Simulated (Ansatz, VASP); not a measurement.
One calculation of Ca, two programs

The input INCAR:

```
SYSTEM = Ca
PREC = Accurate
ENCUT = 520
EDIFF = 1E-6
ISMEAR = -1
SIGMA = 0.08
LREAL = .False.
LASPH = .True.
NELM = 100
ALGO = Normal
ISIF = 2
LWAVE = .False.
LCHARG = .True.
GGA = PE
LELF = .True.
LVHAR = .True.
NBANDS = 17
```

KPOINTS

```
regular mesh
0
Gamma
  11 11 6
  0 0 0
```

File POSCAR:

```
Ca
1.0
    3.9504811935      0.0000000000      0.0000000000
   -1.9752405967      3.4212170707      0.0000000000
    0.0000000000      0.0000000000      6.6178000000
Ca
2
Direct
    0.3333333333      0.6666666667      0.2500000000
    0.6666666667      0.3333333333      0.7500000000
```

Input for Ansatz:

```yaml
crystal:
  lattice:
    - [3.9504811935, 0.0, 0.0]
    - [-1.9752405967, 3.4212170707, 0.0]
    - [0.0, 0.0, 6.6178]
  atoms:
    - { symbol: Ca, position: [0.3333333333, 0.6666666667, 0.25] }
    - { symbol: Ca, position: [0.6666666667, 0.3333333333, 0.75] }
kpoints:
  mp_grid: { grid: [11, 11, 6] }
scf:
  occupations: { method: fermi_dirac, width: 0.08 }
hamiltonian:
  xc: pbe
  pseudopotentials: { kind: all_electron, lapw: { basis_error: 0.0005 } }
output:
  forces: true
  stress: true
  eigenvalues: true
```

Change from the starting cell: z stretched by +1.5 % at fixed volume.

Alike in both runs: task single point; functional PBE; k mesh 11 × 11 × 6; occupations fermi-dirac, width 0.08 eV; no spin polarisation.

|  | VASP | Ansatz |
| --- | --- | --- |
| version | VASP 6.6.1 | Ansatz 0.2.0 |
| potentials or method | VASP PAW PBE potentials, release 64 (Ca_sv), cutoff 520 eV | all-electron LAPW, scalar-relativistic |

|  | VASP | Ansatz | Ansatz less VASP |
| --- | --- | --- | --- |
| pressure (GPa) | -0.8 | -0.8 | -0.01 |
| traceless stress, the component that is largest in VASP (GPa) | -0.44 | -0.44 | 0.000 |

Ansatz ran all-electron here, and VASP with PAW potentials.
